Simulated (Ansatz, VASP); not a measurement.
One calculation of Rh, two programs

```
Rh
1.0
     0.00000    1.88253    1.88253
     1.90155   -0.01902    1.90155
     1.90155    1.90155   -0.01902
Rh
1
Direct
  0.00000 0.00000 0.00000
```

Change from the starting cell: strain -0.0200 x Voigt [0, 0, 0, 1, 0, 0], atoms carried along.

Alike in both runs: task single point; functional PBE; k mesh 22 × 22 × 22; occupations gaussian, width 0.15 eV; no spin polarisation.

|  | VASP | Ansatz |
| --- | --- | --- |
| version | VASP 6.6.1 | Ansatz 0.2.0 |
| potentials or method | VASP PAW PBE potentials, release 64 (Rh_pv), cutoff 520 eV | scalar-relativistic, plane waves, PAW |
| valence electrons in the cell | 15 | 17 |

```tsv
	VASP	Ansatz	Ansatz less VASP
gap on the k mesh at the Fermi level (eV)	none	none	-
pressure (GPa)	6.0	6.0	-0.01
traceless stress, the component that is largest in VASP (GPa)	4.07	4.07	0.000
```

A gap of «none» marks a metal or a gap that the smearing closes. VASP's potentials hold 15 valence electrons a cell and Ansatz's 17, so a difference there can come from the potentials and not from the codes.
